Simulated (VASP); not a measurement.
# AlSn (Fd-3m) in VASP: further runs, part 2 of 4

VASP 6.6.1.

## (3) Single point, PBE

This run uses another cell than the first one, of 23.89 Å³/atom.

INCAR reads:

```
PREC = Accurate
ENCUT = 520
EDIFF = 1E-6
ISMEAR = 0
SIGMA = 0.1
LREAL = F
LASPH = T
NELM = 60
ALGO = Normal
ISIF = 2
LWAVE = F
LCHARG = F
GGA = PE
NBANDS = 25
```

KPOINTS reads:

```
Automatic mesh
0
Gamma
  4 4 4
```

POSCAR reads:

```
AlSn
1.0
    0.0000000000      3.6288961422      3.6288961422
    3.6288961422      0.0000000000      3.6288961422
    3.6288961422      3.6288961422      0.0000000000
Al Sn
2 2
Direct
    0.0000000000      0.0000000000      0.0000000000
    0.2500000000      0.2500000000      0.2500000000
    0.7500000000      0.7500000000      0.7500000000
    0.5000000000      0.5000000000      0.5000000000
```

Potentials or basis: VASP PAW PBE potentials, release 64 (Al, Sn_d).

Command:

```sh
$ cat potpaw_PBE.64/Al/POTCAR potpaw_PBE.64/Sn_d/POTCAR > POTCAR
$ mpirun -np 1 vasp_std > vasp.out
```

OUTCAR:

```text
PREC = Accurate
   ENCUT = 520
   EDIFF = 1E-6
   ISMEAR = 0
   LREAL = F
   LASPH = T
   NELM = 60
   ISIF = 2
   GGA = PE

 ion  position               nearest neighbor table
   1  0.000  0.000  0.000-   3 3.14   3 3.14   3 3.14   2 3.14   2 3.14   2 3.14   3 3.14   2 3.14

   2  0.250  0.250  0.250-   1 3.14   1 3.14   1 3.14   4 3.14   4 3.14   4 3.14   4 3.14   1 3.14

   3  0.750  0.750  0.750-   4 3.14   4 3.14   4 3.14   1 3.14   1 3.14   1 3.14   4 3.14   1 3.14

   4  0.500  0.500  0.500-   2 3.14   2 3.14   2 3.14   3 3.14   3 3.14   3 3.14   3 3.14   2 3.14

  LATTYP: Found a face centered cubic cell.
 ALAT       =     7.2577922844

  Lattice vectors:

 A1 = (   0.0000000000,   3.6288961422,   3.6288961422)
 A2 = (   3.6288961422,   0.0000000000,   3.6288961422)
 A3 = (   3.6288961422,   3.6288961422,   0.0000000000)

Analysis of symmetry for initial positions (statically):
=====================================================================
 Subroutine PRICEL returns:
 Original cell was already a primitive cell.

 Routine SETGRP: Setting up the symmetry group for a
 face centered cubic supercell.

 Subroutine GETGRP returns: Found 48 space group operations
 (whereof 24 operations were pure point group operations)
 out of a pool of 48 trial point group operations.

The static configuration has the point symmetry T_d .
 The point group associated with its full space group is O_h .

Analysis of symmetry for dynamics (positions and initial velocities):
=====================================================================
 Subroutine PRICEL returns:
 Original cell was already a primitive cell.

 Routine SETGRP: Setting up the symmetry group for a
 face centered cubic supercell.

 Subroutine GETGRP returns: Found 48 space group operations
 (whereof 24 operations were pure point group operations)
 out of a pool of 48 trial point group operations.

The dynamic configuration has the point symmetry T_d .
 The point group associated with its full space group is O_h .

 Subroutine INISYM returns: Found 48 space group operations
 (whereof 24 operations are pure point group operations),
 and found     1 'primitive' translations

----------------------------------------------------------------------------------------

                                     Primitive cell

  volume of cell :      95.5770

  direct lattice vectors                    reciprocal lattice vectors
     0.000000000  3.628896142  3.628896142    -0.137782946  0.137782946  0.137782946
     3.628896142  0.000000000  3.628896142     0.137782946 -0.137782946  0.137782946
     3.628896142  3.628896142  0.000000000     0.137782946  0.137782946 -0.137782946

  length of vectors
     5.132034141  5.132034141  5.132034141     0.238647062  0.238647062  0.238647062

  position of ions in fractional coordinates (direct lattice)
     0.000000000  0.000000000  0.000000000
     0.250000000  0.250000000  0.250000000
     0.750000000  0.750000000  0.750000000
     0.500000000  0.500000000  0.500000000

  ion indices of the primitive-cell ions
   primitive index   ion index
[... 23 lines left out ...]
  Shift w.r.t. Gamma in fractional coordinates (k-lattice)
     0.000000000  0.000000000  0.000000000

 Subroutine IBZKPT returns following result:
 ===========================================

 Found      8 irreducible k-points:

 Following reciprocal coordinates:
            Coordinates               Weight
  0.000000  0.000000  0.000000      1.000000
  0.250000  0.000000  0.000000      8.000000
  0.500000  0.000000  0.000000      4.000000
  0.250000  0.250000  0.000000      6.000000
  0.500000  0.250000  0.000000     24.000000
 -0.250000  0.250000  0.000000     12.000000
  0.500000  0.500000  0.000000      3.000000
 -0.250000  0.500000  0.250000      6.000000
   k-points           NKPTS =      8   k-points in BZ     NKDIM =      8   number of bands    NBANDS=     25
   number of dos      NEDOS =    301   number of ions     NIONS =      4
   total plane-waves  NPLWV =  64000
   dimension x,y,z NGX =    40 NGY =   40 NGZ =   40
   dimension x,y,z NGXF=    80 NGYF=   80 NGZF=   80
   ions per type =               2   2
   NGX,Y,Z   is equivalent  to a cutoff of  12.96, 12.96, 12.96 a.u.
   NGXF,Y,Z  is equivalent  to a cutoff of  25.92, 25.92, 25.92 a.u.
 SYSTEM =  unknown system
   PREC   = accura    normal or accurate (medium, high low for compatibility)
   ISTART =      0    job   : 0-new  1-cont  2-samecut
   ICHARG =      2    charge: 1-file 2-atom 10-const
   ISPIN  =      1    spin polarized calculation?
   LNONCOLLINEAR =      F non collinear calculations
   LSORBIT =      F    spin-orbit coupling
   LASPH  =      T    aspherical Exc in radial PAW
   ENCUT  =  520.0 eV  38.22 Ry    6.18 a.u.   9.54  9.54  9.54*2*pi/ulx,y,z
   NELM   =     60;   NELMIN=  2; NELMDL= -5     # of ELM steps
   EDIFF  = 0.1E-05   stopping-criterion for ELM
   LREAL  =      F    real-space projection
   EDIFFG = 0.1E-04   stopping-criterion for IOM
   NSW    =      0    number of steps for IOM
   IBRION =     -1    ionic relax: 0-MD 1-quasi-New 2-CG
   NFREE  =      0    steps in history (QN), initial steepest desc. (CG)
   ISIF   =      2    stress and relaxation
   ISYM   =      2    0-nonsym 1-usesym 2-fastsym
   POTIM  = 0.5000    time-step for ionic-motion
   TEBEG  =    0.0;   TEEND  =   0.0 temperature during run
   PSTRESS=    0.0 pullay stress
   NELECT =      34.0000    total number of electrons
   NUPDOWN=      -1.0000    fix difference up-down
   EMIN   =  10.00;   EMAX   =-10.00  energy-range for DOS
   EFERMI =   0.00;   METHOD = LEGACY
   ISMEAR =     0;   SIGMA  =   0.10  broadening in eV -4-tet -1-fermi 0-gaus
   EFERMI_NEDOS =   21; number of points for ismear=-14 and -15
   IALGO  =     38    algorithm
   IMIX   =      4    mixing-type and parameters
     AMIX     =   0.40;   BMIX     =  1.00
     AMIX_MAG =   1.60;   BMIX_MAG =  1.00
  volume/ion in A,a.u.               =      23.89       161.25
  Fermi-wavevector in a.u.,A,eV,Ry     =   1.159978  2.192041 18.307320  1.345550
  Thomas-Fermi vector in A             =   2.296566
   LORBIT       =      0    0 simple, 1 ext, 2 COOP (PROOUT), +10 PAW based schemes
   GGA     = PE    functional components
   LHFCALC =     F    Hartree Fock is set to
   AEXX    =    0.0000 exact exchange contribution
   IVDW    =     0    specifies the selected vdW correction
   LEPSILON=     F    determine dielectric tensor
   LRPA    =     F    only Hartree local field effects (RPA)
 non-spin polarized calculation
 Gauss-broadening in eV      SIGMA  =   0.10
  energy-cutoff  :      520.00
  volume of cell :       95.58
 maximum number of plane-waves:      2637
 NGX is ok and might be reduce to    40
   NGX = 19   NGY = 19   NGZ = 19

 number of electron      33.9999988 magnetization

 Free energy of the ion-electron system (eV)
  ---------------------------------------------------
  ext. energy  EPLUGINS =         0.00000000
  ---------------------------------------------------
  free energy    TOTEN  =       -14.13305316 eV

  energy without entropy =      -14.11783641  energy(sigma->0) =      -14.12544479

 E-fermi :   7.0177     XC(G=0):  -9.9575

 val. band max:        6.7414489343   @ k =   0.2500   0.0000   0.0000
 cond. band min:       7.0750898040   @ k =   0.5000   0.2500   0.0000
 fundamental gap:      0.3336408696
 Fermi energy:         7.0176611841

 k-point     1 :       0.0000    0.0000    0.0000
  band No.  band energies     occupation
      1     -14.3582      2.00000
      2     -14.3582      2.00000
      3     -14.3582      2.00000
      4     -14.3260      2.00000
      5     -14.3260      2.00000
      6     -14.2113      2.00000
[... 213 lines left out ...]
     24      12.6419      0.00000
     25      12.9213      0.00000

------------------------ aborting loop because EDIFF is reached ----------------------------------------

  FORCE on cell =-STRESS in cart. coord.  units (eV):
  Direction    XX          YY          ZZ          XY          YZ          ZX
  --------------------------------------------------------------------------------------
  -------------------------------------------------------------------------------------
  Total       -0.1666208     -0.1666208     -0.1666208      0.0000000      0.0000000      0.0000000
  in kB       -2.7930983     -2.7930983     -2.7930983      0.0000000      0.0000000      0.0000000
  external PRESSURE =      -2.7930983 kB  Pullay stress =       0.0000000 kB

 VOLUME and BASIS-vectors are now :
 -----------------------------------------------------------------------------
  energy-cutoff  :      520.00
  volume of cell :       95.58
      direct lattice vectors                 reciprocal lattice vectors
     0.000000000  3.628896142  3.628896142    -0.137782946  0.137782946  0.137782946
     3.628896142  0.000000000  3.628896142     0.137782946 -0.137782946  0.137782946
     3.628896142  3.628896142  0.000000000     0.137782946  0.137782946 -0.137782946

 POSITION                                       TOTAL-FORCE (eV/Angst)
 -----------------------------------------------------------------------------------
      0.00000      0.00000      0.00000        -0.000000     -0.000000     -0.000000
      1.81445      1.81445      1.81445         0.000000      0.000000      0.000000
      5.44334      5.44334      5.44334         0.000000     -0.000000      0.000000
      3.62890      3.62890      3.62890        -0.000000      0.000000     -0.000000
 -----------------------------------------------------------------------------------
    total drift:                               -0.000000     -0.000000      0.000000

  FREE ENERGIE OF THE ION-ELECTRON SYSTEM (eV)
  ---------------------------------------------------
  free  energy   TOTEN  =       -14.1330531599 eV

  energy  without entropy=      -14.1178364123  energy(sigma->0) =      -14.12544479
```

OSZICAR:

```text
N       E                     dE             d eps       ncg     rms          rms(c)
DAV:   1     0.248855835715E+03    0.24886E+03   -0.16068E+04   400   0.169E+03
DAV:   2     0.127208417145E+02   -0.23613E+03   -0.22980E+03   424   0.417E+02
DAV:   3    -0.132627881332E+02   -0.25984E+02   -0.25467E+02   494   0.126E+02
DAV:   4    -0.141568196246E+02   -0.89403E+00   -0.89237E+00   453   0.260E+01
DAV:   5    -0.141938080998E+02   -0.36988E-01   -0.36986E-01   613   0.500E+00    0.243E+00
DAV:   6    -0.141512332090E+02    0.42575E-01   -0.49543E-02   534   0.270E+00    0.138E+00
DAV:   7    -0.141338555697E+02    0.17378E-01   -0.29898E-02   517   0.185E+00    0.175E-01
DAV:   8    -0.141330650248E+02    0.79054E-03   -0.18632E-03   499   0.484E-01    0.903E-02
DAV:   9    -0.141330557845E+02    0.92403E-05   -0.16781E-04   516   0.131E-01    0.148E-02
DAV:  10    -0.141330528038E+02    0.29808E-05   -0.12646E-05   539   0.427E-02    0.110E-02
DAV:  11    -0.141330531599E+02   -0.35615E-06   -0.56467E-07   233   0.546E-03
   1 F= -.14133053E+02 E0= -.14125445E+02  d E =-.152167E-01
```

stdout:

```text
POSCAR found type information on POSCAR AlSn
 POSCAR found :  2 types and       4 ions
 scaLAPACK will be used
 LDA part: xc-table for (Slater+PW92), standard interpolation
 POSCAR, INCAR and KPOINTS ok, starting setup
 FFT: planning ... GRIDC
 FFT: planning ... GRID_SOFT
 FFT: planning ... GRID
 WAVECAR not read
 entering main loop
```

It took 11 s on 1 thread of AMD EPYC 9R45 (Zen 5), shared host; peak memory 0.2 GiB.

Results:

| Item | Value |
| --- | --- |
| Free energy | -14.1331 eV |
| Pressure | -0.3 GPa |
| Band gap on the k mesh | zero (bands 17 and 18 overlap by 4.70 eV) |

Levels at points of the mesh, in eV from the Fermi level:
```
           k point  band 13  band 14  band 15  band 16  band 17  band 18  band 19  band 20  band 21  band 22
(0.00, 0.00, 0.00)    -2.68    -1.09    -1.09    -1.09    -0.91    -0.91    -0.91     0.75     0.75     0.75
(0.50, 0.00, 0.00)    -3.90    -2.20    -2.20    -2.18    -1.23    -1.23     2.59     2.68     3.61     3.61
(0.50, 0.50, 0.00)    -4.46    -4.46    -3.95    -3.95     3.47     3.47     3.54     3.54     4.00     4.00
```

Caveat: the k points lie up to 0.37 Å⁻¹ apart, too coarse for converged energies and pressures of a metal; spin-orbit coupling is left out, which moves the levels of the heavy elements.

[end of part 2 of 4]
